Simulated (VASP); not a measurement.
# HfH2 (I4mm) in VASP: a series of runs

HfH2 is run at these levels: PBEsol; tasks: single point.

All numbers are computed with VASP 6.6.1; they aren't measurements. Logs are shortened: lines on timing, memory, paths and dates and some standing lists are left out, and cuts for length are marked.

## (1) The cell of the first run

Symmetry: I4mm, No. 107, tetragonal system. Conventional cell: a = 3.478 Å, b = 3.478 Å, c = 4.361 Å, α = 90.00°, β = 90.00°, γ = 90.00°. Within 2.7 Å of Hf (site symmetry 4mm) lie 8 H at 2.00 to 2.11 Å. Within 2.7 Å of H (site symmetry 2mm) lie 4 Hf at 2.00 to 2.11 Å and 6 H at 2.18 to 2.46 Å.

## (2) Single point, PBEsol (all H atoms moved -0.100 Å, as atom 2 along Cartesian [0 0 1])

INCAR reads:

```
ALGO = Normal
EDIFF = 1E-6
ENCUT = 520
GGA = PS
ISIF = 2
ISMEAR = 0
LASPH = T
LCHARG = F
LREAL = F
LWAVE = F
NBANDS = 13
NELM = 80
PREC = Accurate
SIGMA = 0.15
```

KPOINTS reads:

```
k-points
0
Gamma
  20 20 20
```

POSCAR reads:

```
HfH2
1.0
   -1.7390000000      1.7390000000      2.1805000000
    1.7390000000     -1.7390000000      2.1805000000
    1.7390000000      1.7390000000     -2.1805000000
Hf H
1 2
Direct
    0.0000000000      0.0000000000      0.0000000000
    0.7270694795      0.2270694795      0.5000000000
    0.2270694795      0.7270694795      0.5000000000
```

Potentials or basis: VASP PAW PBE potentials, release 64 (Hf_pv, H).

The run is started by

```console
cat potpaw_PBE.64/Hf_pv/POTCAR potpaw_PBE.64/H/POTCAR > POTCAR
mpirun -np 1 vasp_std > vasp.out
```

OUTCAR:

```text
EDIFF = 1E-6
   ENCUT = 520
   GGA = PS
   ISIF = 2
   ISMEAR = 0
   LASPH = T
   LREAL = F
   NELM = 80
   PREC = Accurate

 ion  position               nearest neighbor table
   1  0.000  0.000  0.000-   2 2.00   3 2.00   2 2.00   3 2.00   2 2.11   3 2.11   2 2.11   3 2.11

   2  0.727  0.227  0.500-   1 2.00   1 2.00   1 2.11   1 2.11
   3  0.227  0.727  0.500-   1 2.00   1 2.00   1 2.11   1 2.11

  LATTYP: Found a body centered tetragonal cell.
 ALAT       =     3.4780000000
 C/A-ratio  =     1.2538815411

  Lattice vectors:

 A1 = (  -1.7390000000,   1.7390000000,   2.1805000000)
 A2 = (   1.7390000000,  -1.7390000000,   2.1805000000)
 A3 = (   1.7390000000,   1.7390000000,  -2.1805000000)

Analysis of symmetry for initial positions (statically):
=====================================================================
 Subroutine PRICEL returns:
 Original cell was already a primitive cell.

 Routine SETGRP: Setting up the symmetry group for a
 body centered tetragonal supercell.

 Subroutine GETGRP returns: Found  8 space group operations
 (whereof  8 operations were pure point group operations)
 out of a pool of 16 trial point group operations.

The static configuration has the point symmetry C_4v.

Analysis of symmetry for dynamics (positions and initial velocities):
=====================================================================
 Subroutine PRICEL returns:
 Original cell was already a primitive cell.

 Routine SETGRP: Setting up the symmetry group for a
 body centered tetragonal supercell.

 Subroutine GETGRP returns: Found  8 space group operations
 (whereof  8 operations were pure point group operations)
 out of a pool of 16 trial point group operations.

The dynamic configuration has the point symmetry C_4v.

 Subroutine INISYM returns: Found  8 space group operations
 (whereof  8 operations are pure point group operations),
 and found     1 'primitive' translations

----------------------------------------------------------------------------------------

                                     Primitive cell

  volume of cell :      26.3764

  direct lattice vectors                    reciprocal lattice vectors
    -1.739000000  1.739000000  2.180500000     0.000000000  0.287521564  0.229305205
     1.739000000 -1.739000000  2.180500000     0.287521564  0.000000000  0.229305205
     1.739000000  1.739000000 -2.180500000     0.287521564  0.287521564  0.000000000

  length of vectors
     3.286764709  3.286764709  3.286764709     0.367762868  0.367762868  0.406616895

  position of ions in fractional coordinates (direct lattice)
     0.000000000  0.000000000  0.000000000
     0.727069480  0.227069480  0.500000000
     0.227069480  0.727069480  0.500000000

  ion indices of the primitive-cell ions
   primitive index   ion index
                 1           1
                 2           2
                 3           3

----------------------------------------------------------------------------------------

 KPOINTS: k-points

Automatic generation of k-mesh.
 Grid dimensions read from file:
 generate k-points for:   20   20   20

 Generating k-lattice:

  Cartesian coordinates                     Fractional coordinates (reciprocal lattice)
     0.000000000  0.014376078  0.011465260     0.050000000  0.000000000  0.000000000
     0.014376078  0.000000000  0.011465260     0.000000000  0.050000000  0.000000000
     0.014376078  0.014376078  0.000000000     0.000000000  0.000000000  0.050000000

  Length of vectors
     0.018388143  0.018388143  0.020330845

  Shift w.r.t. Gamma in fractional coordinates (k-lattice)
     0.000000000  0.000000000  0.000000000

 Subroutine IBZKPT returns following result:
 ===========================================

 Found    641 irreducible k-points:

 Following reciprocal coordinates:
            Coordinates               Weight
  0.000000  0.000000  0.000000      1.000000
  0.050000  0.000000  0.000000      8.000000
  0.100000 -0.000000  0.000000      8.000000
  0.150000 -0.000000  0.000000      8.000000
  0.200000 -0.000000  0.000000      8.000000
  0.250000  0.000000  0.000000      8.000000
[... 16 lines left out ...]
 -0.400000  0.050000  0.000000     16.000000
 -0.350000  0.050000  0.000000     16.000000
 [... further k-points ...]
   k-points           NKPTS =    641   k-points in BZ     NKDIM =    641   number of bands    NBANDS=     13
   number of dos      NEDOS =    301   number of ions     NIONS =      3
   total plane-waves  NPLWV =  13824
   dimension x,y,z NGX =    24 NGY =   24 NGZ =   24
   dimension x,y,z NGXF=    48 NGYF=   48 NGZF=   48
   ions per type =               1   2
   NGX,Y,Z   is equivalent  to a cutoff of  12.14, 12.14, 12.14 a.u.
   NGXF,Y,Z  is equivalent  to a cutoff of  24.28, 24.28, 24.28 a.u.
 SYSTEM =  unknown system
   PREC   = accura    normal or accurate (medium, high low for compatibility)
   ISTART =      0    job   : 0-new  1-cont  2-samecut
   ICHARG =      2    charge: 1-file 2-atom 10-const
   ISPIN  =      1    spin polarized calculation?
   LNONCOLLINEAR =      F non collinear calculations
   LSORBIT =      F    spin-orbit coupling
   LASPH  =      T    aspherical Exc in radial PAW
   ENCUT  =  520.0 eV  38.22 Ry    6.18 a.u.   6.11  6.11  6.11*2*pi/ulx,y,z
   NELM   =     80;   NELMIN=  2; NELMDL= -5     # of ELM steps
   EDIFF  = 0.1E-05   stopping-criterion for ELM
   LREAL  =      F    real-space projection
   EDIFFG = 0.1E-04   stopping-criterion for IOM
   NSW    =      0    number of steps for IOM
   IBRION =     -1    ionic relax: 0-MD 1-quasi-New 2-CG
   NFREE  =      0    steps in history (QN), initial steepest desc. (CG)
   ISIF   =      2    stress and relaxation
   ISYM   =      2    0-nonsym 1-usesym 2-fastsym
   POTIM  = 0.5000    time-step for ionic-motion
   TEBEG  =    0.0;   TEEND  =   0.0 temperature during run
   PSTRESS=    0.0 pullay stress
   NELECT =      12.0000    total number of electrons
   NUPDOWN=      -1.0000    fix difference up-down
   EMIN   =  10.00;   EMAX   =-10.00  energy-range for DOS
   EFERMI =   0.00;   METHOD = LEGACY
   ISMEAR =     0;   SIGMA  =   0.15  broadening in eV -4-tet -1-fermi 0-gaus
   EFERMI_NEDOS =   21; number of points for ismear=-14 and -15
   IALGO  =     38    algorithm
   IMIX   =      4    mixing-type and parameters
     AMIX     =   0.40;   BMIX     =  1.00
     AMIX_MAG =   1.60;   BMIX_MAG =  1.00
  volume/ion in A,a.u.               =       8.79        59.33
  Fermi-wavevector in a.u.,A,eV,Ry     =   1.259109  2.379372 21.570088  1.585357
  Thomas-Fermi vector in A             =   2.392686
   LORBIT       =      0    0 simple, 1 ext, 2 COOP (PROOUT), +10 PAW based schemes
   GGA     = PS    functional components
   LHFCALC =     F    Hartree Fock is set to
   AEXX    =    0.0000 exact exchange contribution
   IVDW    =     0    specifies the selected vdW correction
   LEPSILON=     F    determine dielectric tensor
   LRPA    =     F    only Hartree local field effects (RPA)
 non-spin polarized calculation
 Gauss-broadening in eV      SIGMA  =   0.15
  energy-cutoff  :      520.00
  volume of cell :       26.38
 maximum number of plane-waves:       742
   NGX = 13   NGY = 13   NGZ = 13

 number of electron      12.0000000 magnetization

 Free energy of the ion-electron system (eV)
  ---------------------------------------------------
  ext. energy  EPLUGINS =         0.00000000
  ---------------------------------------------------
  free energy    TOTEN  =       -18.72705100 eV

  energy without entropy =      -18.72063264  energy(sigma->0) =      -18.72384182

 E-fermi :   5.2198     XC(G=0): -11.5288

 val. band max:        5.2104388792   @ k =  -0.0500  -0.1500   0.0500
 cond. band min:       5.2246365323   @ k =   0.1000  -0.0000   0.0000
 fundamental gap:      0.0141976531
 Fermi energy:         5.2198042507

 k-point     1 :       0.0000    0.0000    0.0000
  band No.  band energies     occupation
      1     -25.7029      2.00000
      2     -25.7029      2.00000
      3     -25.6483      2.00000
      4      -6.0320      2.00000
      5       3.6594      2.00000
      6       4.7567      1.99999
      7       4.7567      1.99999
      8       5.8998      0.00000
      9       7.0738      0.00000
     10       8.3845      0.00000
     11      16.6325      0.00000
     12      17.0398      0.00000
     13      17.0398      0.00000

 k-point     2 :       0.0500    0.0000    0.0000
  band No.  band energies     occupation
      1     -25.7129      2.00000
      2     -25.7058      2.00000
      3     -25.6540      2.00000
      4      -5.9625      2.00000
      5       3.2042      2.00000
      6       4.7894      1.99995
      7       4.9823      1.97487
      8       6.2471      0.00000
      9       7.0503      0.00000
     10       8.3326      0.00000
     11      16.0238      0.00000
     12      17.1889      0.00000
     13      17.5501      0.00000

 k-point     3 :       0.1000   -0.0000    0.0000
  band No.  band energies     occupation
      1     -25.7480      2.00000
      2     -25.7140      2.00000
      3     -25.6639      2.00000
      4      -5.7585      2.00000
      5       2.4455      2.00000
      6       4.8723      1.99895
      7       5.2246      0.96366
      8       7.0059      0.00000
      9       7.0935      0.00000
     10       8.2076      0.00000
     11      15.2058      0.00000
     12      17.6222      0.00000
     13      17.6692      0.00000
[... 305 lines left out ...]
 k-point    23 :      -0.4000    0.0500    0.0000
  band No.  band energies     occupation
      1     -26.1778      2.00000
      2     -25.8059      2.00000
      3     -25.7045      2.00000
      4      -3.3950      2.00000
      5      -0.0310      2.00000
      6       4.5057      2.00000
      7       5.7680      0.00000
      8       8.4958      0.00000
      9       9.0728      0.00000
     10      10.3889      0.00000
     11      12.5029      0.00000
     12      15.4010      0.00000
     13      17.6857      0.00000

 k-point    24 :      -0.3500    0.0500    0.0000
  band No.  band energies     occupation
      1     -26.1122      2.00000
      2     -25.7906      2.00000
      3     -25.7007      2.00000
      4      -3.7408      2.00000
      5       0.0613      2.00000
      6       4.6504      2.00000
      7       5.8136      0.00000
      8       8.0030      0.00000
      9       8.5739      0.00000
     10      10.5659      0.00000
     11      13.4743      0.00000
     12      14.7191      0.00000
     13      17.6868      0.00000

 [... further k-points ...]
[... 5 lines left out ...]
  --------------------------------------------------------------------------------------
  -------------------------------------------------------------------------------------
  Total       -0.7718324     -0.7718324     -1.0345773      0.0000000      0.0000000      0.0000000
  in kB      -46.8833180    -46.8833180    -62.8431960      0.0000000      0.0000000      0.0000000
  external PRESSURE =     -52.2032773 kB  Pullay stress =       0.0000000 kB

 VOLUME and BASIS-vectors are now :
 -----------------------------------------------------------------------------
  energy-cutoff  :      520.00
  volume of cell :       26.38
      direct lattice vectors                 reciprocal lattice vectors
    -1.739000000  1.739000000  2.180500000     0.000000000  0.287521564  0.229305205
     1.739000000 -1.739000000  2.180500000     0.287521564  0.000000000  0.229305205
     1.739000000  1.739000000 -2.180500000     0.287521564  0.287521564  0.000000000

 POSITION                                       TOTAL-FORCE (eV/Angst)
 -----------------------------------------------------------------------------------
      0.00000      0.00000      0.00000         0.000000      0.000000     -0.906208
      0.00000      1.73900      0.99025         0.000000     -0.000000      0.453104
      1.73900      0.00000      0.99025        -0.000000      0.000000      0.453104
 -----------------------------------------------------------------------------------
    total drift:                               -0.000000     -0.000000      0.000124

  FREE ENERGIE OF THE ION-ELECTRON SYSTEM (eV)
  ---------------------------------------------------
  free  energy   TOTEN  =       -18.7270510022 eV

  energy  without entropy=      -18.7206326420  energy(sigma->0) =      -18.72384182
```

It took 47 s on 1 thread of Intel Xeon 6975P-C (Granite Rapids), shared host; peak memory 0.33 GiB.

Results:

```yaml
Free_energy: -18.7271 eV
Pressure: -5.2 GPa
Largest_force: 0.906 eV/Å
Band_gap_on_the_k_mesh: zero (band 6 reaches 5.81 eV, above the bottom of band 7 at 4.76 eV)
```

Forces on the atoms (eV/Å):
```
Hf   0.000  0.000 -0.906
H    0.000  0.000  0.453
H    0.000  0.000  0.453
```

Stress tensor (GPa, compression positive):
```
-4.69  0.00  0.00
 0.00 -4.69  0.00
 0.00  0.00 -6.28
```

Levels at points of the mesh, in eV from the Fermi level:
```csv
k point,band 3,band 4,band 5,band 6,band 7,band 8,band 9,band 10
"(0.00, 0.00, 0.00)",-30.87,-11.25,-1.56,-0.46,-0.46,0.68,1.85,3.16
"(0.50, 0.00, 0.00)",-30.92,-8.35,-5.18,-0.81,0.54,3.77,4.58,4.81
"(0.50, 0.50, 0.00)",-31.03,-6.55,-5.71,-4.13,3.91,4.14,5.26,6.12
"(0.50, 0.50, 0.50)",-31.18,-7.67,-4.64,-3.47,4.56,4.68,4.68,5.56
```

Caveat: the cell differs from its parent crystal (all H atoms moved -0.100 Å, as atom 2 along Cartesian [0 0 1]); the PAW data sets were made with another functional, which shifts forces and pressure a little; spin-orbit coupling is left out, which moves the levels of the heavy elements.

(Continued in part 2 of 2.)
